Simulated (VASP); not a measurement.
Set up this calculation in VASP 6.6.1, as the native input.

| Property | Result |
| --- | --- |
| Task | single point |
| Functional | r2SCAN |
| Potentials or basis | VASP PAW PBE potentials, release 64 (Ti_sv) |
| Cutoff | 520 eV |
| k mesh | 26 × 26 × 26 |
| Occupations | gaussian, width 0.15 eV |
| Spin | no spin polarisation |
| Dipole correction | no |
| Further INCAR settings | ALGO = Normal; EDIFF = 1e-07; NBANDS = 12 |

The system is Ti.

```
Ti
1.0
    -1.62589    1.70719    1.62589
     1.62589   -1.70719    1.62589
     1.62589    1.70719   -1.62589
Ti
1
Direct
  0.00000 0.00000 0.00000
```

This cell differs from its parent crystal: strain +0.0500 x Voigt [0, 1, 0, 0, 0, 0].

These files were run (other wordings do the same):

POSCAR

```
Ti
1.0
   -1.6258948694      1.7071896129      1.6258948694
    1.6258948694     -1.7071896129      1.6258948694
    1.6258948694      1.7071896129     -1.6258948694
Ti
1
Direct
    0.0000000000      0.0000000000      0.0000000000
```

INCAR.step1

```
  PREC = Accurate
  ENCUT = 520
  ISMEAR = 0
  SIGMA = 0.15
  LREAL = F
  LASPH = T
  NELM = 100
  NBANDS = 12
  GGA = PE
  ALGO = Normal
  EDIFF = 1E-4
  LWAVE = T
  LCHARG = F
```

INCAR.step2

```
  PREC = Accurate
  ENCUT = 520
  EDIFF = 1E-7
  ISMEAR = 0
  SIGMA = 0.15
  LREAL = F
  LASPH = T
  NELM = 100
  ALGO = Normal
  ISIF = 2
  LWAVE = F
  LCHARG = F
  METAGGA = R2SCAN
  LMIXTAU = T
  NBANDS = 12
  ISTART = 1
```

KPOINTS

```
regular mesh
0
Gamma
  26 26 26
```

Potentials or basis: VASP PAW PBE potentials, release 64 (Ti_sv).

Launch:

```console
$ cat potpaw_PBE.64/Ti_sv/POTCAR > POTCAR
$ cp INCAR.step1 INCAR
$ mpirun -np 1 vasp_std > vasp.out
$ cp INCAR.step2 INCAR
$ mpirun -np 1 vasp_std > vasp.out
```

It gave:

The pressure is -4.4 GPa and the band gap on the k mesh is zero (bands 6 and 7 overlap by 1.73 eV).

Caveat: the cell differs from its parent crystal (strain +0.0500 x Voigt [0, 1, 0, 0, 0, 0]); the cell stands under tension; the PAW data sets were made with another functional, which shifts forces and pressure a little.

Wall time 7 min on 1 thread of Intel(R) Xeon(R) 6975P-C (Granite Rapids), with other jobs on the host, peak memory 0.38 GiB.
